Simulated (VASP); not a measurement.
Here is a VASP 6.6.1 calculation.

Contents of POSCAR:

```
Au
1.0
    0.0000000000      2.0074966285      2.0074966285
    2.0074966285      0.0000000000      2.0074966285
    2.0074966285      2.0074966285      0.0000000000
Au
1
Direct
    0.0000000000      0.0000000000      0.0000000000
```

Contents of INCAR.step1:

```
  ALGO = Normal
  EDIFF = 1E-4
  ENCUT = 520
  GGA = PE
  ISMEAR = -1
  LASPH = True
  LCHARG = False
  LREAL = False
  LWAVE = True
  NBANDS = 12
  NELM = 60
  PREC = Accurate
  SIGMA = 0.05
```

INCAR.step2

```
  ALGO = Normal
  EDIFF = 1E-7
  ENCUT = 520
  ISIF = 2
  ISMEAR = -1
  ISTART = 1
  LASPH = True
  LCHARG = False
  LMIXTAU = True
  LREAL = False
  LWAVE = False
  METAGGA = R2SCAN
  NBANDS = 12
  NELM = 60
  PREC = Accurate
  SIGMA = 0.05
```

Contents of KPOINTS:

```
k-points
0
Gamma
  11 11 11
```

Potentials or basis: VASP PAW PBE potentials, release 64 (Au).

Launch:

```console
$ cat potpaw_PBE.64/Au/POTCAR > POTCAR
$ cp INCAR.step1 INCAR
$ mpirun -np 1 vasp_std > vasp.out
$ cp INCAR.step2 INCAR
$ mpirun -np 1 vasp_std > vasp.out
```

**Question.** What does it give for the pressure?

**Answer.** 16.2 GPa.

Caveat: the PAW data sets were made with another functional, which shifts forces and pressure a little.
